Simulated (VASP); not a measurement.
# MgS (R3m) in VASP: further runs

MgS is run at these levels: PBE; tasks: single point.

Everything below comes from runs of VASP 6.6.1. Logs are shortened: lines on timing, memory, paths and dates and some standing lists are left out, and cuts for length are marked.

## Step 1: The cell of the first run

The structure is trigonal, space group R3m (No. 160). Conventional cell: a = 3.843 Å, b = 3.843 Å, c = 10.101 Å, α = 90.00°, β = 90.00°, γ = 120.00°. Mg (site symmetry 3m) has 4 S at 2.41 to 2.44 Å within 3.2 Å. Within 3.2 Å of S (site symmetry 3m) lie 4 Mg at 2.41 to 2.44 Å.

## Step 2: Single point, PBE (epitaxial 111 strain -4.0%)

File INCAR:

```
SYSTEM = MgS
ALGO = Normal
EDIFF = 1E-7
ENCUT = 520
GGA = PE
ISIF = 2
ISMEAR = 0
LASPH = .True.
LCHARG = .True.
LELF = .True.
LREAL = .False.
LVHAR = .True.
LWAVE = .False.
NBANDS = 11
NELM = 80
PREC = Accurate
SIGMA = 0.01
```

File KPOINTS:

```
k-points
0
Gamma
  4 4 4
  0 0 0
```

File POSCAR:

```
MgS
1.0
    0.1321770109      2.8498187785      2.8498187785
    2.8498187785      0.1321770109      2.8498187785
    2.8498187785      2.8498187785      0.1321770109
Mg S
1 1
Direct
    0.0044225808      0.0044225808      0.0044225808
    0.2455774192      0.2455774192      0.2455774192
```

Potentials or basis: VASP PAW PBE potentials, release 64 (Mg, S).

Command:

```console
cat potpaw_PBE.64/Mg/POTCAR potpaw_PBE.64/S/POTCAR > POTCAR
mpirun -np 1 vasp_std > vasp.out
```

OUTCAR:

```text
SYSTEM = MgS
   EDIFF = 1E-7
   ENCUT = 520
   GGA = PE
   ISIF = 2
   ISMEAR = 0
   LASPH = .True.
   LREAL = .False.
   NELM = 80
   PREC = Accurate

 ion  position               nearest neighbor table
   1  0.004  0.004  0.004-   2 2.41   2 2.41   2 2.41   2 2.44
   2  0.246  0.246  0.246-   1 2.41   1 2.41   1 2.41   1 2.44

  LATTYP: Found a trigonal (rhomboedric) cell.
 ALAT       =     4.0324192370
 COS(alpha) =     0.5457937966

  Lattice vectors:

 A1 = (   0.1321770109,   2.8498187785,   2.8498187785)
 A2 = (   2.8498187785,   0.1321770109,   2.8498187785)
 A3 = (   2.8498187785,   2.8498187785,   0.1321770109)

Analysis of symmetry for initial positions (statically):
=====================================================================
 Subroutine PRICEL returns:
 Original cell was already a primitive cell.

 Routine SETGRP: Setting up the symmetry group for a
 trigonal (rhombohedral) supercell.

 Subroutine GETGRP returns: Found  6 space group operations
 (whereof  6 operations were pure point group operations)
 out of a pool of 12 trial point group operations.

The static configuration has the point symmetry C_3v.

Analysis of symmetry for dynamics (positions and initial velocities):
=====================================================================
 Subroutine PRICEL returns:
 Original cell was already a primitive cell.

 Routine SETGRP: Setting up the symmetry group for a
 trigonal (rhombohedral) supercell.

 Subroutine GETGRP returns: Found  6 space group operations
 (whereof  6 operations were pure point group operations)
 out of a pool of 12 trial point group operations.

The dynamic configuration has the point symmetry C_3v.

 Subroutine INISYM returns: Found  6 space group operations
 (whereof  6 operations are pure point group operations),
 and found     1 'primitive' translations

----------------------------------------------------------------------------------------

                                     Primitive cell

  volume of cell :      43.0713

  direct lattice vectors                    reciprocal lattice vectors
     0.132177011  2.849818778  2.849818778    -0.188152984  0.179813100  0.179813100
     2.849818778  0.132177011  2.849818778     0.179813100 -0.188152984  0.179813100
     2.849818778  2.849818778  0.132177011     0.179813100  0.179813100 -0.188152984

  length of vectors
     4.032419237  4.032419237  4.032419237     0.316333760  0.316333760  0.316333760

  position of ions in fractional coordinates (direct lattice)
     0.004422581  0.004422581  0.004422581
     0.245577419  0.245577419  0.245577419

  ion indices of the primitive-cell ions
   primitive index   ion index
                 1           1
                 2           2

----------------------------------------------------------------------------------------

 KPOINTS: k-points

Automatic generation of k-mesh.
 Grid dimensions read from file:
 generate k-points for:    4    4    4

 Generating k-lattice:

  Cartesian coordinates                     Fractional coordinates (reciprocal lattice)
    -0.047038246  0.044953275  0.044953275     0.250000000  0.000000000  0.000000000
     0.044953275 -0.047038246  0.044953275     0.000000000  0.250000000  0.000000000
     0.044953275  0.044953275 -0.047038246     0.000000000  0.000000000  0.250000000

  Length of vectors
     0.079083440  0.079083440  0.079083440

  Shift w.r.t. Gamma in fractional coordinates (k-lattice)
     0.000000000  0.000000000  0.000000000

 Subroutine IBZKPT returns following result:
 ===========================================

 Found     13 irreducible k-points:

 Following reciprocal coordinates:
            Coordinates               Weight
  0.000000  0.000000  0.000000      1.000000
  0.250000 -0.000000 -0.000000      6.000000
  0.500000 -0.000000 -0.000000      3.000000
  0.250000  0.250000  0.000000      6.000000
  0.500000  0.250000  0.000000     12.000000
 -0.250000  0.250000  0.000000      6.000000
  0.500000  0.500000  0.000000      3.000000
  0.250000  0.250000  0.250000      2.000000
  0.500000  0.250000  0.250000      6.000000
 -0.250000  0.250000  0.250000      6.000000
  0.500000  0.500000  0.250000      6.000000
 -0.250000  0.500000  0.250000      6.000000
  0.500000  0.500000  0.500000      1.000000
   k-points           NKPTS =     13   k-points in BZ     NKDIM =     13   number of bands    NBANDS=     11
   number of dos      NEDOS =    301   number of ions     NIONS =      2
   total plane-waves  NPLWV =  27000
   dimension x,y,z NGX =    30 NGY =   30 NGZ =   30
   dimension x,y,z NGXF=    60 NGYF=   60 NGZF=   60
   ions per type =               1   1
   NGX,Y,Z   is equivalent  to a cutoff of  12.37, 12.37, 12.37 a.u.
   NGXF,Y,Z  is equivalent  to a cutoff of  24.74, 24.74, 24.74 a.u.
 SYSTEM =  MgS
   PREC   = accura    normal or accurate (medium, high low for compatibility)
   ISTART =      0    job   : 0-new  1-cont  2-samecut
   ICHARG =      2    charge: 1-file 2-atom 10-const
   ISPIN  =      1    spin polarized calculation?
   LNONCOLLINEAR =      F non collinear calculations
   LSORBIT =      F    spin-orbit coupling
   LASPH  =      T    aspherical Exc in radial PAW
   ENCUT  =  520.0 eV  38.22 Ry    6.18 a.u.   7.50  7.50  7.50*2*pi/ulx,y,z
   NELM   =     80;   NELMIN=  2; NELMDL= -5     # of ELM steps
   EDIFF  = 0.1E-06   stopping-criterion for ELM
   LREAL  =      F    real-space projection
   EDIFFG = 0.1E-05   stopping-criterion for IOM
   NSW    =      0    number of steps for IOM
   IBRION =     -1    ionic relax: 0-MD 1-quasi-New 2-CG
   NFREE  =      0    steps in history (QN), initial steepest desc. (CG)
   ISIF   =      2    stress and relaxation
   ISYM   =      2    0-nonsym 1-usesym 2-fastsym
   POTIM  = 0.5000    time-step for ionic-motion
   TEBEG  =    0.0;   TEEND  =   0.0 temperature during run
   PSTRESS=    0.0 pullay stress
   NELECT =       8.0000    total number of electrons
   NUPDOWN=      -1.0000    fix difference up-down
   EMIN   =  10.00;   EMAX   =-10.00  energy-range for DOS
   EFERMI =   0.00;   METHOD = LEGACY
   ISMEAR =     0;   SIGMA  =   0.01  broadening in eV -4-tet -1-fermi 0-gaus
   EFERMI_NEDOS =   21; number of points for ismear=-14 and -15
   IALGO  =     38    algorithm
   IMIX   =      4    mixing-type and parameters
     AMIX     =   0.40;   BMIX     =  1.00
     AMIX_MAG =   1.60;   BMIX_MAG =  1.00
  volume/ion in A,a.u.               =      21.54       145.33
  Fermi-wavevector in a.u.,A,eV,Ry     =   0.934061  1.765120 11.870686  0.872471
  Thomas-Fermi vector in A             =   2.060827
   LORBIT       =      0    0 simple, 1 ext, 2 COOP (PROOUT), +10 PAW based schemes
   GGA     = PE    functional components
   LHFCALC =     F    Hartree Fock is set to
   AEXX    =    0.0000 exact exchange contribution
   IVDW    =     0    specifies the selected vdW correction
   LEPSILON=     F    determine dielectric tensor
   LRPA    =     F    only Hartree local field effects (RPA)
 non-spin polarized calculation
 Gauss-broadening in eV      SIGMA  =   0.01
  energy-cutoff  :      520.00
  volume of cell :       43.07
 maximum number of plane-waves:      1172
 NGX is ok and might be reduce to    30
   NGX = 15   NGY = 15   NGZ = 15

 number of electron       8.0000000 magnetization

 Free energy of the ion-electron system (eV)
  ---------------------------------------------------
  ext. energy  EPLUGINS =         0.00000000
  ---------------------------------------------------
  free energy    TOTEN  =        -8.38960481 eV

  energy without entropy =       -8.38960481  energy(sigma->0) =       -8.38960481

 E-fermi :   1.6807     XC(G=0):  -8.5919

 val. band max:        1.6003548381   @ k =   0.0000   0.0000   0.0000
 cond. band min:       5.0410033398   @ k =   0.0000   0.0000   0.0000
 fundamental gap:      3.4406485017
 Fermi energy:         1.6806548182

 k-point     1 :       0.0000    0.0000    0.0000
  band No.  band energies     occupation
      1     -10.0192      2.00000
      2       1.1130      2.00000
      3       1.6004      2.00000
      4       1.6004      2.00000
      5       5.0410      0.00000
      6       8.9648      0.00000
      7       9.8334      0.00000
      8       9.8334      0.00000
      9      12.3856      0.00000
     10      12.3856      0.00000
     11      15.3899      0.00000

 k-point     2 :       0.2500   -0.0000   -0.0000
  band No.  band energies     occupation
      1      -9.6505      2.00000
      2      -0.4425      2.00000
      3       1.0123      2.00000
      4       1.3609      2.00000
      5       6.4763      0.00000
      6       9.3311      0.00000
      7       9.6084      0.00000
      8       9.8997      0.00000
      9      11.6550      0.00000
     10      12.2986      0.00000
     11      13.8434      0.00000

 k-point     3 :       0.5000   -0.0000   -0.0000
  band No.  band energies     occupation
      1      -9.2084      2.00000
      2      -1.8413      2.00000
      3       0.8807      2.00000
      4       1.1520      2.00000
      5       6.5796      0.00000
      6       8.7649      0.00000
      7       9.2555      0.00000
      8      10.2070      0.00000
      9      14.2106      0.00000
     10      14.6644      0.00000
     11      15.4241      0.00000
[... 113 lines left out ...]
 k-point    12 :      -0.2500    0.5000    0.2500
  band No.  band energies     occupation
      1      -8.9888      2.00000
      2      -0.9752      2.00000
      3      -0.5437      2.00000
      4       0.0268      2.00000
      5       6.9088      0.00000
      6       9.5357      0.00000
      7       9.6588      0.00000
      8      10.4058      0.00000
      9      14.3003      0.00000
     10      15.2840      0.00000
     11      15.7686      0.00000

 k-point    13 :       0.5000    0.5000    0.5000
  band No.  band energies     occupation
      1      -9.3687      2.00000
      2      -2.0368      2.00000
      3       1.3425      2.00000
      4       1.3425      2.00000
      5       7.0506      0.00000
      6       9.5307      0.00000
      7       9.5307      0.00000
      8      10.1268      0.00000
      9      14.4493      0.00000
     10      14.4493      0.00000
     11      14.7088      0.00000

------------------------ aborting loop because EDIFF is reached ----------------------------------------

  FORCE on cell =-STRESS in cart. coord.  units (eV):
  Direction    XX          YY          ZZ          XY          YZ          ZX
  --------------------------------------------------------------------------------------
  -------------------------------------------------------------------------------------
  Total        1.1505781      1.1505781      1.1505781     -0.4180731     -0.4180731     -0.4180731
  in kB       42.7994869     42.7994869     42.7994869    -15.5515876    -15.5515876    -15.5515876
  external PRESSURE =      42.7994869 kB  Pullay stress =       0.0000000 kB

 VOLUME and BASIS-vectors are now :
 -----------------------------------------------------------------------------
  energy-cutoff  :      520.00
  volume of cell :       43.07
      direct lattice vectors                 reciprocal lattice vectors
     0.132177011  2.849818778  2.849818778    -0.188152984  0.179813100  0.179813100
     2.849818778  0.132177011  2.849818778     0.179813100 -0.188152984  0.179813100
     2.849818778  2.849818778  0.132177011     0.179813100  0.179813100 -0.188152984

 POSITION                                       TOTAL-FORCE (eV/Angst)
 -----------------------------------------------------------------------------------
      0.02579      0.02579      0.02579         0.006560      0.006560      0.006560
      1.43216      1.43216      1.43216        -0.006560     -0.006560     -0.006560
 -----------------------------------------------------------------------------------
    total drift:                               -0.000087     -0.000087     -0.000087

  FREE ENERGIE OF THE ION-ELECTRON SYSTEM (eV)
  ---------------------------------------------------
  free  energy   TOTEN  =        -8.3896048054 eV

  energy  without entropy=       -8.3896048054  energy(sigma->0) =       -8.38960481
```

Run time: 5.4 s. Hardware: 1 thread of Intel Xeon Platinum 8481C at 2.70GHz (Sapphire Rapids), shared host; peak memory 0.16 GiB.

What came out:

```
Free energy            : -8.3896 eV
Pressure               : 4.3 GPa
Largest force          : 0.011 eV/Å
Band gap on the k mesh : 3.44 eV, direct
```

Forces in eV/Å, atoms in the order of the input:
```
Mg   0.007  0.007  0.007
S   -0.007 -0.007 -0.007
```

Stress tensor (GPa, compression positive):
```
 4.28 -1.56 -1.56
-1.56  4.28 -1.56
-1.56 -1.56  4.28
```

Caveat: the k points lie up to 0.50 Å⁻¹ apart; the cell differs from its parent crystal (epitaxial 111 strain -4.0%). A k mesh can miss the band edges.

## Step 3: Single point, PBE (epitaxial 111 strain +4.0%)

File INCAR:

```
SYSTEM = MgS
  ALGO = Normal
  EDIFF = 1E-7
  ENCUT = 520
  GGA = PE
  ISIF = 2
  ISMEAR = 0
  LASPH = .True.
  LCHARG = .False.
  LREAL = .False.
  LWAVE = .False.
  NBANDS = 11
  NELM = 80
  PREC = Accurate
  SIGMA = 0.01
```

KPOINTS is that of step 2.

File POSCAR:

```
MgS
1.0
   -0.1305099322      2.8136019827      2.8136019827
    2.8136019827     -0.1305099322      2.8136019827
    2.8136019827      2.8136019827     -0.1305099322
Mg S
1 1
Direct
   -0.0041468711     -0.0041468711     -0.0041468711
    0.2541468711      0.2541468711      0.2541468711
```

Potentials or basis: VASP PAW PBE potentials, release 64 (Mg, S).

Command:

```console
cat potpaw_PBE.64/Mg/POTCAR potpaw_PBE.64/S/POTCAR > POTCAR
mpirun -np 1 vasp_std > vasp.out
```

Wall time 5.3 s (1 thread of Intel Xeon Platinum 8481C at 2.70GHz (Sapphire Rapids), shared host); peak memory 0.16 GiB.

It converged, with:

- Free energy: -8.4242 eV
- Pressure: -1.7 GPa
- Largest force: 0.008 eV/Å
- Band gap on the k mesh: 2.93 eV, direct

Forces on the atoms (eV/Å):
```
Mg  -0.005 -0.005 -0.005
S    0.005  0.005  0.005
```

Stress tensor (GPa, compression positive):
```
-1.73  1.31  1.31
 1.31 -1.73  1.31
 1.31  1.31 -1.73
```

Levels at points of the mesh, in eV from the valence-band top:
```tsv
k point	band 1	band 2	band 3	band 4	band 5	band 6	band 7	band 8	band 9
(0.00, 0.00, 0.00)	-11.33	-0.32	-0.32	0.00	2.93	7.31	7.31	8.24	10.52
(0.50, 0.00, 0.00)	-10.75	-3.23	-0.54	-0.37	4.78	7.23	7.63	8.13	12.21
(0.50, 0.50, 0.00)	-10.52	-2.90	-1.37	-1.01	3.63	5.39	10.31	11.50	11.90
(0.50, 0.50, 0.50)	-10.62	-3.08	-0.72	-0.72	4.43	6.97	6.97	8.15	12.31
```

Caveat: the k points lie up to 0.47 Å⁻¹ apart; the cell differs from its parent crystal (epitaxial 111 strain +4.0%).
